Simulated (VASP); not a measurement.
Runs of VASP 6.6.1 on AlGa3N4. The structure is that of space group R3m (No. 160), or close to it. The cells are those of the table. 

```csv
cell,gap on the mesh (eV),pressure (GPa),largest force (eV/Å)
"a = 4.565 Å, angles 86.0°, 8 atoms",(a),-11.5,0.36
"a = 4.562 Å, angles 92.6°, 8 atoms",1.74,(c),0.66
"a = 4.562 Å, angles 87.4°, 8 atoms",1.75,-13.1,0.31
"a = 4.565 Å, angles 93.8°, 8 atoms",(b),-11.0,(d)
```

Alike in all rows: task single point; level LDA; potentials or basis VASP PAW LDA potentials, release 64 (Al, Ga_d, N); no spin polarisation; k mesh 6 × 6 × 6; cutoff (eV) 520; smearing gaussian 0.05 eV.

Question: Fill in the values left out.

Answer: (a) 1.56; (b) 1.61; (c) -12.9; (d) 1.21.

Caveats: forces of over 1 eV/Å act on the atoms, so gaps and moduli don't describe the material at rest (some runs).

A k mesh can miss the band edges, and the runs leave out spin-orbit coupling on Ga.
